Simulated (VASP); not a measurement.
# MgO (Fm-3m) in VASP: single point with PBE

Aim: the single point of MgO with PBE.

Everything below comes from runs of VASP 6.6.1. Logs are shortened: lines on timing, memory, paths and dates and some standing lists are left out, and cuts for length are marked.

### Step 1. The cell of the first run

The structure is cubic, space group Fm-3m (No. 225). Conventional cell: a = 4.210 Å, b = 4.210 Å, c = 4.210 Å, α = 90.00°, β = 90.00°, γ = 90.00°. Mg (site symmetry m-3m) has 6 O at 2.11 Å within 2.8 Å. O (site symmetry m-3m) has 6 Mg at 2.11 Å within 2.8 Å.

### Step 2. Single point, PBE

File INCAR:

```
  ALGO = Normal
  EDIFF = 1E-6
  ENCUT = 840
  GGA = PE
  GGA_COMPAT = False
  ISIF = 2
  ISMEAR = -1
  LASPH = True
  LCHARG = False
  LREAL = False
  LWAVE = False
  NBANDS = 15
  NELM = 120
  PREC = Accurate
  SIGMA = 0.03
```

File KPOINTS:

```
k-points
0
Gamma
  8 8 8
```

File POSCAR:

```
MgO
1.0
    0.0000000000      2.1052100000      2.1052100000
    2.1052100000      0.0000000000      2.1052100000
    2.1052100000      2.1052100000      0.0000000000
Mg O
1 1
Direct
    0.0000000000      0.0000000000      0.0000000000
    0.5000000000      0.5000000000      0.5000000000
```

Potentials or basis: VASP PAW PBE potentials, release 64 (Mg_sv, O).

The run is started by

```sh
> cat potpaw_PBE.64/Mg_sv/POTCAR potpaw_PBE.64/O/POTCAR > POTCAR
> mpirun -np 1 vasp_std > vasp.out
```

OUTCAR:

```text
EDIFF = 1E-6
   ENCUT = 840
   GGA = PE
   ISIF = 2
   ISMEAR = -1
   LASPH = True
   LREAL = False
   NELM = 120
   PREC = Accurate

 ion  position               nearest neighbor table
   1  0.000  0.000  0.000-   2 2.11   2 2.11   2 2.11   2 2.11   2 2.11   2 2.11
   2  0.500  0.500  0.500-   1 2.11   1 2.11   1 2.11   1 2.11   1 2.11   1 2.11

  LATTYP: Found a face centered cubic cell.
 ALAT       =     4.2104200000

  Lattice vectors:

 A1 = (   0.0000000000,   2.1052100000,   2.1052100000)
 A2 = (   2.1052100000,   0.0000000000,   2.1052100000)
 A3 = (   2.1052100000,   2.1052100000,   0.0000000000)

Analysis of symmetry for initial positions (statically):
=====================================================================
 Subroutine PRICEL returns:
 Original cell was already a primitive cell.

 Routine SETGRP: Setting up the symmetry group for a
 face centered cubic supercell.

 Subroutine GETGRP returns: Found 48 space group operations
 (whereof 48 operations were pure point group operations)
 out of a pool of 48 trial point group operations.

The static configuration has the point symmetry O_h .

Analysis of symmetry for dynamics (positions and initial velocities):
=====================================================================
 Subroutine PRICEL returns:
 Original cell was already a primitive cell.

 Routine SETGRP: Setting up the symmetry group for a
 face centered cubic supercell.

 Subroutine GETGRP returns: Found 48 space group operations
 (whereof 48 operations were pure point group operations)
 out of a pool of 48 trial point group operations.

The dynamic configuration has the point symmetry O_h .

 Subroutine INISYM returns: Found 48 space group operations
 (whereof 48 operations are pure point group operations),
 and found     1 'primitive' translations

----------------------------------------------------------------------------------------

                                     Primitive cell

  volume of cell :      18.6602

  direct lattice vectors                    reciprocal lattice vectors
     0.000000000  2.105210000  2.105210000    -0.237505997  0.237505997  0.237505997
     2.105210000  0.000000000  2.105210000     0.237505997 -0.237505997  0.237505997
     2.105210000  2.105210000  0.000000000     0.237505997  0.237505997 -0.237505997

  length of vectors
     2.977216534  2.977216534  2.977216534     0.411372454  0.411372454  0.411372454

  position of ions in fractional coordinates (direct lattice)
     0.000000000  0.000000000  0.000000000
     0.500000000  0.500000000  0.500000000

  ion indices of the primitive-cell ions
   primitive index   ion index
                 1           1
                 2           2

----------------------------------------------------------------------------------------

 KPOINTS: k-points

Automatic generation of k-mesh.
 Grid dimensions read from file:
 generate k-points for:    8    8    8

 Generating k-lattice:

  Cartesian coordinates                     Fractional coordinates (reciprocal lattice)
    -0.029688250  0.029688250  0.029688250     0.125000000  0.000000000  0.000000000
     0.029688250 -0.029688250  0.029688250     0.000000000  0.125000000  0.000000000
     0.029688250  0.029688250 -0.029688250     0.000000000  0.000000000  0.125000000

  Length of vectors
     0.051421557  0.051421557  0.051421557

  Shift w.r.t. Gamma in fractional coordinates (k-lattice)
     0.000000000  0.000000000  0.000000000

 Subroutine IBZKPT returns following result:
 ===========================================

 Found     29 irreducible k-points:

 Following reciprocal coordinates:
            Coordinates               Weight
  0.000000  0.000000  0.000000      1.000000
  0.125000  0.000000  0.000000      8.000000
  0.250000  0.000000  0.000000      8.000000
  0.375000  0.000000  0.000000      8.000000
  0.500000  0.000000  0.000000      4.000000
  0.125000  0.125000  0.000000      6.000000
[... 16 lines left out ...]
  0.500000  0.250000  0.125000     48.000000
 -0.375000  0.250000  0.125000     24.000000
 [... further k-points ...]
   k-points           NKPTS =     29   k-points in BZ     NKDIM =     29   number of bands    NBANDS=     15
   number of dos      NEDOS =    301   number of ions     NIONS =      2
   total plane-waves  NPLWV =  21952
   dimension x,y,z NGX =    28 NGY =   28 NGZ =   28
   dimension x,y,z NGXF=    56 NGYF=   56 NGZF=   56
   ions per type =               1   1
   NGX,Y,Z   is equivalent  to a cutoff of  15.64, 15.64, 15.64 a.u.
   NGXF,Y,Z  is equivalent  to a cutoff of  31.27, 31.27, 31.27 a.u.
 SYSTEM =  unknown system
   PREC   = accura    normal or accurate (medium, high low for compatibility)
   ISTART =      0    job   : 0-new  1-cont  2-samecut
   ICHARG =      2    charge: 1-file 2-atom 10-const
   ISPIN  =      1    spin polarized calculation?
   LNONCOLLINEAR =      F non collinear calculations
   LSORBIT =      F    spin-orbit coupling
   LASPH  =      T    aspherical Exc in radial PAW
   ENCUT  =  840.0 eV  61.74 Ry    7.86 a.u.   7.04  7.04  7.04*2*pi/ulx,y,z
   NELM   =    120;   NELMIN=  2; NELMDL= -5     # of ELM steps
   EDIFF  = 0.1E-05   stopping-criterion for ELM
   LREAL  =      F    real-space projection
   EDIFFG = 0.1E-04   stopping-criterion for IOM
   NSW    =      0    number of steps for IOM
   IBRION =     -1    ionic relax: 0-MD 1-quasi-New 2-CG
   NFREE  =      0    steps in history (QN), initial steepest desc. (CG)
   ISIF   =      2    stress and relaxation
   ISYM   =      2    0-nonsym 1-usesym 2-fastsym
   POTIM  = 0.5000    time-step for ionic-motion
   TEBEG  =    0.0;   TEEND  =   0.0 temperature during run
   PSTRESS=    0.0 pullay stress
   NELECT =      16.0000    total number of electrons
   NUPDOWN=      -1.0000    fix difference up-down
   EMIN   =  10.00;   EMAX   =-10.00  energy-range for DOS
   EFERMI =   0.00;   METHOD = LEGACY
   ISMEAR =    -1;   SIGMA  =   0.03  broadening in eV -4-tet -1-fermi 0-gaus
   EFERMI_NEDOS =   21; number of points for ismear=-14 and -15
   IALGO  =     38    algorithm
   IMIX   =      4    mixing-type and parameters
     AMIX     =   0.40;   BMIX     =  1.00
     AMIX_MAG =   1.60;   BMIX_MAG =  1.00
  volume/ion in A,a.u.               =       9.33        62.96
  Fermi-wavevector in a.u.,A,eV,Ry     =   1.555283  2.939059 32.911200  2.418905
  Thomas-Fermi vector in A             =   2.659246
   LORBIT       =      0    0 simple, 1 ext, 2 COOP (PROOUT), +10 PAW based schemes
   GGA     = PE    functional components
   LHFCALC =     F    Hartree Fock is set to
   AEXX    =    0.0000 exact exchange contribution
   IVDW    =     0    specifies the selected vdW correction
   LEPSILON=     F    determine dielectric tensor
   LRPA    =     F    only Hartree local field effects (RPA)
 non-spin polarized calculation
  energy-cutoff  :      840.00
  volume of cell :       18.66
 maximum number of plane-waves:      1056
   NGX = 15   NGY = 15   NGZ = 15

 number of electron      15.9999995 magnetization

 Free energy of the ion-electron system (eV)
  ---------------------------------------------------
  ext. energy  EPLUGINS =         0.00000000
  ---------------------------------------------------
  free energy    TOTEN  =       -11.87398330 eV

  energy without entropy =      -11.87398330  energy(sigma->0) =      -11.87398330

 E-fermi :   3.5428     XC(G=0): -11.3970

 val. band max:        2.9237816677   @ k =   0.0000   0.0000   0.0000
 cond. band min:       7.6749233833   @ k =   0.0000   0.0000   0.0000
 fundamental gap:      4.7511417155
 Fermi energy:         3.5428207467

 k-point     1 :       0.0000    0.0000    0.0000
  band No.  band energies     occupation
      1     -69.3403      2.00000
      2     -36.0649      2.00000
      3     -36.0649      2.00000
      4     -36.0649      2.00000
      5     -14.3306      2.00000
      6       2.9238      2.00000
      7       2.9238      2.00000
      8       2.9238      2.00000
      9       7.6749      0.00000
     10      18.7364      0.00000
     11      18.7364      0.00000
     12      18.7364      0.00000
     13      22.6526      0.00000
     14      24.4349      0.00000
     15      24.4349      0.00000

 k-point     2 :       0.1250    0.0000    0.0000
  band No.  band energies     occupation
      1     -69.3387      2.00000
      2     -36.0777      2.00000
      3     -36.0661      2.00000
      4     -36.0661      2.00000
      5     -14.1624      2.00000
      6       1.9714      2.00000
      7       2.8203      2.00000
      8       2.8203      2.00000
      9       8.5877      0.00000
     10      17.0570      0.00000
     11      19.0967      0.00000
     12      19.0967      0.00000
     13      23.4810      0.00000
     14      23.4810      0.00000
     15      24.8294      0.00000

 k-point     3 :       0.2500    0.0000    0.0000
  band No.  band energies     occupation
      1     -69.3358      2.00000
      2     -36.1087      2.00000
      3     -36.0692      2.00000
      4     -36.0692      2.00000
      5     -13.7268      2.00000
      6       0.2676      2.00000
      7       2.5816      2.00000
      8       2.5816      2.00000
      9      10.0336      0.00000
     10      15.5135      0.00000
     11      19.5993      0.00000
     12      19.5993      0.00000
     13      23.0880      0.00000
     14      23.0880      0.00000
     15      24.9913      0.00000
[... 343 lines left out ...]
 k-point    23 :       0.5000    0.2500    0.1250
  band No.  band energies     occupation
      1     -69.3312      2.00000
      2     -36.1310      2.00000
      3     -36.0928      2.00000
      4     -36.0783      2.00000
      5     -13.0453      2.00000
      6      -0.7765      2.00000
      7       1.2037      2.00000
      8       2.0559      2.00000
      9      12.4374      0.00000
     10      14.5923      0.00000
     11      16.8890      0.00000
     12      20.1035      0.00000
     13      22.6330      0.00000
     14      25.3578      0.00000
     15      29.0033      0.00000

 k-point    24 :      -0.3750    0.2500    0.1250
  band No.  band energies     occupation
      1     -69.3302      2.00000
      2     -36.1380      2.00000
      3     -36.0950      2.00000
      4     -36.0810      2.00000
      5     -12.8775      2.00000
      6      -1.0683      2.00000
      7       0.9963      2.00000
      8       1.9368      2.00000
      9      12.6111      0.00000
     10      15.1427      0.00000
     11      16.4583      0.00000
     12      19.8578      0.00000
     13      23.4743      0.00000
     14      25.0339      0.00000
     15      29.1369      0.00000

 [... further k-points ...]

------------------------ aborting loop because EDIFF is reached ----------------------------------------

  FORCE on cell =-STRESS in cart. coord.  units (eV):
  Direction    XX          YY          ZZ          XY          YZ          ZX
  --------------------------------------------------------------------------------------
  -------------------------------------------------------------------------------------
  Total        0.5799998      0.5799998      0.5799998      0.0000000      0.0000000      0.0000000
  in kB       49.7991797     49.7991797     49.7991797      0.0000000      0.0000000      0.0000000
  external PRESSURE =      49.7991797 kB  Pullay stress =       0.0000000 kB

 VOLUME and BASIS-vectors are now :
 -----------------------------------------------------------------------------
  energy-cutoff  :      840.00
  volume of cell :       18.66
      direct lattice vectors                 reciprocal lattice vectors
     0.000000000  2.105210000  2.105210000    -0.237505997  0.237505997  0.237505997
     2.105210000  0.000000000  2.105210000     0.237505997 -0.237505997  0.237505997
     2.105210000  2.105210000  0.000000000     0.237505997  0.237505997 -0.237505997

 POSITION                                       TOTAL-FORCE (eV/Angst)
 -----------------------------------------------------------------------------------
      0.00000      0.00000      0.00000         0.000000     -0.000000      0.000000
      2.10521      2.10521      2.10521        -0.000000      0.000000     -0.000000
 -----------------------------------------------------------------------------------
    total drift:                                0.000000      0.000000      0.000000

  FREE ENERGIE OF THE ION-ELECTRON SYSTEM (eV)
  ---------------------------------------------------
  free  energy   TOTEN  =       -11.8739833026 eV

  energy  without entropy=      -11.8739833026  energy(sigma->0) =      -11.87398330
```

It took 14 s on 1 thread of Intel Xeon Platinum 8375C at 2.90GHz (Ice Lake), shared host; peak memory 0.16 GiB.

Results:

```yaml
Free_energy: -11.8740 eV
Pressure: 5.0 GPa
Band_gap_on_the_k_mesh: 4.75 eV
```

Caveat: the cell stands under pressure.
